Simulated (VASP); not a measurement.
# CuI (F-43m) in VASP: notebook, part 2 of 2

VASP 6.6.1. Earlier steps stand in the parts before.

### Step 4. Single point, PBE (27.24 Å³/atom)

This run uses another cell than the first one, of 27.24 Å³/atom.

The input, INCAR:

```
ALGO = Normal ; EDIFF = 1E-6
ENCUT = 600 ; GGA = PE
GGA_COMPAT = False ; ISIF = 2
ISMEAR = 0 ; LASPH = True
LCHARG = False ; LREAL = False
LWAVE = False ; NBANDS = 16
NELM = 120 ; PREC = Accurate
SIGMA = 0.01
```

The input, KPOINTS:

```
k-points
0
Gamma
  6 6 6
```

The input, POSCAR:

```
CuI
1.0
    0.0000000000      3.0087458622      3.0087458622
    3.0087458622      0.0000000000      3.0087458622
    3.0087458622      3.0087458622      0.0000000000
Cu I
1 1
Direct
    0.2500000000      0.2500000000      0.2500000000
    0.0000000000      0.0000000000      0.0000000000
```

Potentials or basis: VASP PAW PBE potentials, release 64 (Cu, I).

On the command line:

```
> cat potpaw_PBE.64/Cu/POTCAR potpaw_PBE.64/I/POTCAR > POTCAR
> mpirun -np 1 vasp_std > vasp.out
```

OUTCAR:

```text
EDIFF = 1E-6
   ENCUT = 600
   GGA = PE
   ISIF = 2
   ISMEAR = 0
   LASPH = True
   LREAL = False
   NELM = 120
   PREC = Accurate

 ion  position               nearest neighbor table
   1  0.250  0.250  0.250-   2 2.61   2 2.61   2 2.61   2 2.61
   2  0.000  0.000  0.000-   1 2.61   1 2.61   1 2.61   1 2.61

  LATTYP: Found a face centered cubic cell.
 ALAT       =     6.0174917244

  Lattice vectors:

 A1 = (   0.0000000000,   3.0087458622,   3.0087458622)
 A2 = (   3.0087458622,   0.0000000000,   3.0087458622)
 A3 = (   3.0087458622,   3.0087458622,   0.0000000000)

Analysis of symmetry for initial positions (statically):
=====================================================================
 Subroutine PRICEL returns:
 Original cell was already a primitive cell.

 Routine SETGRP: Setting up the symmetry group for a
 face centered cubic supercell.

 Subroutine GETGRP returns: Found 24 space group operations
 (whereof 24 operations were pure point group operations)
 out of a pool of 48 trial point group operations.

The static configuration has the point symmetry T_d .

Analysis of symmetry for dynamics (positions and initial velocities):
=====================================================================
 Subroutine PRICEL returns:
 Original cell was already a primitive cell.

 Routine SETGRP: Setting up the symmetry group for a
 face centered cubic supercell.

 Subroutine GETGRP returns: Found 24 space group operations
 (whereof 24 operations were pure point group operations)
 out of a pool of 48 trial point group operations.

The dynamic configuration has the point symmetry T_d .

 Subroutine INISYM returns: Found 24 space group operations
 (whereof 24 operations are pure point group operations),
 and found     1 'primitive' translations

----------------------------------------------------------------------------------------

[... 102 lines left out ...]
     AMIX     =   0.40;   BMIX     =  1.00
     AMIX_MAG =   1.60;   BMIX_MAG =  1.00
  volume/ion in A,a.u.               =      27.24       183.80
  Fermi-wavevector in a.u.,A,eV,Ry     =   1.131801  2.138794 17.428710  1.280974
  Thomas-Fermi vector in A             =   2.268501
   LORBIT       =      0    0 simple, 1 ext, 2 COOP (PROOUT), +10 PAW based schemes
   GGA     = PE    functional components
   LHFCALC =     F    Hartree Fock is set to
   AEXX    =    0.0000 exact exchange contribution
   IVDW    =     0    specifies the selected vdW correction
   LEPSILON=     F    determine dielectric tensor
   LRPA    =     F    only Hartree local field effects (RPA)
 non-spin polarized calculation
 Gauss-broadening in eV      SIGMA  =   0.01
  energy-cutoff  :      600.00
  volume of cell :       54.47
 maximum number of plane-waves:      1853
 NGX is ok and might be reduce to    36
   NGX = 17   NGY = 17   NGZ = 17

 number of electron      17.9999997 magnetization

 Free energy of the ion-electron system (eV)
  ---------------------------------------------------
  ext. energy  EPLUGINS =         0.00000000
  ---------------------------------------------------
  free energy    TOTEN  =        -5.55290655 eV

  energy without entropy =       -5.55290655  energy(sigma->0) =       -5.55290655

 E-fermi :   4.7258     XC(G=0):  -9.0414

 val. band max:        4.6786161230   @ k =   0.0000   0.0000   0.0000
 cond. band min:       5.8824323632   @ k =   0.0000   0.0000   0.0000
 fundamental gap:      1.2038162402
 Fermi energy:         4.7257661525

 k-point     1 :       0.0000    0.0000    0.0000
  band No.  band energies     occupation
      1      -9.4513      2.00000
      2       0.9371      2.00000
      3       0.9371      2.00000
      4       0.9371      2.00000
      5       2.7331      2.00000
      6       2.7331      2.00000
[... 281 lines left out ...]
      3       0.2950      2.00000
      4       0.7689      2.00000
      5       2.6853      2.00000
      6       2.6863      2.00000
[... 8 lines left out ...]
     15      16.2852      0.00000
     16      16.8245      0.00000

------------------------ aborting loop because EDIFF is reached ----------------------------------------

  FORCE on cell =-STRESS in cart. coord.  units (eV):
  Direction    XX          YY          ZZ          XY          YZ          ZX
  --------------------------------------------------------------------------------------
  -------------------------------------------------------------------------------------
  Total        0.4446315      0.4446315      0.4446315      0.0000000     -0.0000000     -0.0000000
  in kB       13.0774882     13.0774882     13.0774882      0.0000000     -0.0000000     -0.0000000
  external PRESSURE =      13.0774882 kB  Pullay stress =       0.0000000 kB

 VOLUME and BASIS-vectors are now :
 -----------------------------------------------------------------------------
  energy-cutoff  :      600.00
  volume of cell :       54.47
      direct lattice vectors                 reciprocal lattice vectors
     0.000000000  3.008745862  3.008745862    -0.166182198  0.166182198  0.166182198
     3.008745862  0.000000000  3.008745862     0.166182198 -0.166182198  0.166182198
     3.008745862  3.008745862  0.000000000     0.166182198  0.166182198 -0.166182198

 POSITION                                       TOTAL-FORCE (eV/Angst)
 -----------------------------------------------------------------------------------
      1.50437      1.50437      1.50437        -0.000000     -0.000000      0.000000
      0.00000      0.00000      0.00000         0.000000      0.000000     -0.000000
 -----------------------------------------------------------------------------------
    total drift:                                0.000000      0.000000      0.000000

  FREE ENERGIE OF THE ION-ELECTRON SYSTEM (eV)
  ---------------------------------------------------
  free  energy   TOTEN  =        -5.5529065493 eV

  energy  without entropy=       -5.5529065493  energy(sigma->0) =       -5.55290655
```

OSZICAR:

```text
N       E                     dE             d eps       ncg     rms          rms(c)
DAV:   1     0.978156553434E+02    0.97816E+02   -0.82670E+03   512   0.134E+03
DAV:   2     0.998044295911E+00   -0.96818E+02   -0.86637E+02   528   0.241E+02
DAV:   3    -0.559606989076E+01   -0.65941E+01   -0.64846E+01   736   0.643E+01
DAV:   4    -0.577344386248E+01   -0.17737E+00   -0.17731E+00   608   0.983E+00
DAV:   5    -0.578296563762E+01   -0.95218E-02   -0.95215E-02   776   0.263E+00    0.545E+00
DAV:   6    -0.570406892391E+01    0.78897E-01   -0.27605E+00   552   0.458E+01    0.349E+00
DAV:   7    -0.555386389940E+01    0.15021E+00   -0.66793E-01   544   0.275E+01    0.174E+00
DAV:   8    -0.555504235504E+01   -0.11785E-02   -0.35745E-02   832   0.259E+00    0.438E-01
DAV:   9    -0.555271419704E+01    0.23282E-02   -0.85739E-03   656   0.279E+00    0.137E-01
DAV:  10    -0.555290766334E+01   -0.19347E-03   -0.60559E-04   592   0.156E-01    0.386E-02
DAV:  11    -0.555290813442E+01   -0.47108E-06   -0.16541E-04   672   0.380E-01    0.314E-02
DAV:  12    -0.555290719062E+01    0.94381E-06   -0.12377E-05   808   0.570E-02    0.224E-02
DAV:  13    -0.555290578666E+01    0.14040E-05   -0.76312E-06   648   0.879E-02    0.506E-03
DAV:  14    -0.555290654927E+01   -0.76261E-06   -0.18734E-06   544   0.136E-02
   1 F= -.55529065E+01 E0= -.55529065E+01  d E =-.173448E-13
```

stdout:

```text
POSCAR found type information on POSCAR CuI
 POSCAR found :  2 types and       2 ions
 scaLAPACK will be used
 LDA part: xc-table for (Slater+PW92), standard interpolation
 POSCAR, INCAR and KPOINTS ok, starting setup
 FFT: planning ... GRIDC
 FFT: planning ... GRID_SOFT
 FFT: planning ... GRID
 WAVECAR not read
 entering main loop
```

It took 17 s on 1 thread of Intel Xeon Platinum 8375C at 2.90GHz (Ice Lake), shared host; peak memory 0.21 GiB.

What came out:

- Free energy: -5.5529 eV
- Pressure: 1.3 GPa
- Band gap on the k mesh: 1.20 eV

Caveat: spin-orbit coupling is left out, which moves the levels of the heavy elements.

### Step 5. Single point, PBE (28.92 Å³/atom)

This run uses another cell than the first one, of 28.92 Å³/atom.

The input, INCAR:

```
PREC = Accurate
ENCUT = 600
EDIFF = 1E-6
ISMEAR = 0
SIGMA = 0.01
LREAL = False
LASPH = True
NELM = 120
ALGO = Normal
ISIF = 2
LWAVE = False
LCHARG = False
GGA = PE
NBANDS = 16
GGA_COMPAT = False
```

The input, KPOINTS:

```
Automatic mesh
0
Gamma
  6 6 6
```

The input, POSCAR:

```
CuI
1.0
    0.0000000000      3.0695449876      3.0695449876
    3.0695449876      0.0000000000      3.0695449876
    3.0695449876      3.0695449876      0.0000000000
Cu I
1 1
Direct
    0.2500000000      0.2500000000      0.2500000000
    0.0000000000      0.0000000000      0.0000000000
```

Potentials or basis: VASP PAW PBE potentials, release 64 (Cu, I).

On the command line:

```
> cat potpaw_PBE.64/Cu/POTCAR potpaw_PBE.64/I/POTCAR > POTCAR
> mpirun -np 1 vasp_std > vasp.out
```

OUTCAR:

```text
PREC = Accurate
   ENCUT = 600
   EDIFF = 1E-6
   ISMEAR = 0
   LREAL = False
   LASPH = True
   NELM = 120
   ISIF = 2
   GGA = PE

 ion  position               nearest neighbor table
   1  0.250  0.250  0.250-   2 2.66   2 2.66   2 2.66   2 2.66
   2  0.000  0.000  0.000-   1 2.66   1 2.66   1 2.66   1 2.66

  LATTYP: Found a face centered cubic cell.
 ALAT       =     6.1390899752

  Lattice vectors:

 A1 = (   0.0000000000,   3.0695449876,   3.0695449876)
[... 478 lines left out ...]

------------------------ aborting loop because EDIFF is reached ----------------------------------------

  FORCE on cell =-STRESS in cart. coord.  units (eV):
  Direction    XX          YY          ZZ          XY          YZ          ZX
  --------------------------------------------------------------------------------------
  -------------------------------------------------------------------------------------
  Total       -0.2282754     -0.2282754     -0.2282754     -0.0000000     -0.0000000      0.0000000
  in kB       -6.3229193     -6.3229193     -6.3229193     -0.0000000     -0.0000000      0.0000000
  external PRESSURE =      -6.3229193 kB  Pullay stress =       0.0000000 kB

 VOLUME and BASIS-vectors are now :
 -----------------------------------------------------------------------------
  energy-cutoff  :      600.00
  volume of cell :       57.84
      direct lattice vectors                 reciprocal lattice vectors
     0.000000000  3.069544988  3.069544988    -0.162890592  0.162890592  0.162890592
     3.069544988  0.000000000  3.069544988     0.162890592 -0.162890592  0.162890592
     3.069544988  3.069544988  0.000000000     0.162890592  0.162890592 -0.162890592

 POSITION                                       TOTAL-FORCE (eV/Angst)
 -----------------------------------------------------------------------------------
      1.53477      1.53477      1.53477         0.000000      0.000000      0.000000
      0.00000      0.00000      0.00000        -0.000000     -0.000000     -0.000000
 -----------------------------------------------------------------------------------
    total drift:                               -0.000000     -0.000000     -0.000000

  FREE ENERGIE OF THE ION-ELECTRON SYSTEM (eV)
  ---------------------------------------------------
  free  energy   TOTEN  =        -5.5554267205 eV

  energy  without entropy=       -5.5554267205  energy(sigma->0) =       -5.55542672
```

It took 15 s on 1 thread of Intel Xeon Platinum 8375C at 2.90GHz (Ice Lake), shared host; peak memory 0.21 GiB.

Results:

```yaml
Free_energy: -5.5554 eV
Pressure: -0.6 GPa
Band_gap_on_the_k_mesh: 1.05 eV
```

Caveat: spin-orbit coupling is left out, which moves the levels of the heavy elements.

### Step 6. Summary

| cell | gap on the mesh (eV) | pressure (GPa) |
| --- | --- | --- |
| a = 4.211 Å, angles 60.0°, 2 atoms | 1.29 | 2.9 |
| a = 4.298 Å, angles 60.0°, 2 atoms | 1.12 | 0.1 |
| a = 4.255 Å, angles 60.0°, 2 atoms | 1.20 | 1.3 |
| a = 4.341 Å, angles 60.0°, 2 atoms | 1.05 | -0.6 |

Alike in all rows: task single point; level PBE; potentials or basis VASP PAW PBE potentials, release 64 (Cu, I); no spin polarisation; k mesh 6 × 6 × 6; cutoff (eV) 600; smearing gaussian 0.01 eV.

Caveats: spin-orbit coupling is left out, which moves the levels of the heavy elements.

Absolute energies hang on the potentials; compare differences alone.
